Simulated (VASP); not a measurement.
Write the native input for VASP 6.6.1 that does the following.

```
Task                   : single point
Functional             : PBEsol
Potentials or basis    : VASP PAW PBE potentials, release 64 (Ga_d, Sb)
Cutoff                 : 520 eV
k mesh                 : 16 × 16 × 16
Occupations            : gaussian, width 0.15 eV
Spin                   : no spin polarisation
Dipole correction      : no
Further INCAR settings : ALGO = Normal; EDIFF = 1e-06; NBANDS = 16
```

The structure of GaSb lies in POSCAR:

```
GaSb
1.0
    0.0000000000      2.7253963743      3.8537104733
    2.7253963743      0.0000000000      3.8537104733
    2.7253963743      2.7253963743      0.0000000000
Ga Sb
1 1
Direct
    0.0000000000      0.0000000000      0.0000000000
    0.7500000000      0.7500000000      0.7500000000
```

This cell differs from its parent crystal: ratio of the length along z to the lengths across it x 1.414, volume and fractional coordinates fixed.

The input as run:

INCAR

```
ALGO = Normal ; EDIFF = 1E-6
ENCUT = 520 ; GGA = PS
ISIF = 2 ; ISMEAR = 0
LASPH = True ; LCHARG = False
LREAL = False ; LWAVE = False
NBANDS = 16 ; NELM = 80
PREC = Accurate ; SIGMA = 0.15
```

KPOINTS

```
k-points
0
Gamma
  16 16 16
```

Potentials or basis: VASP PAW PBE potentials, release 64 (Ga_d, Sb).

Launch:

```console
$ cat potpaw_PBE.64/Ga_d/POTCAR potpaw_PBE.64/Sb/POTCAR > POTCAR
$ mpirun -np 1 vasp_std > vasp.out
```

Results of the run:

```yaml
Pressure: -0.3 GPa
Band_gap_on_the_k_mesh: zero (bands 9 and 10 overlap by 0.89 eV)
```

Caveat: the PAW data sets were made with another functional, which shifts forces and pressure a little; spin-orbit coupling is left out, which moves the levels of the heavy elements.

Run time: 5 min on 1 thread of Intel(R) Xeon(R) Platinum 8259CL CPU @ 2.50GHz (Skylake/Cascade Lake), with other jobs on the host, peak memory 0.45 GiB.
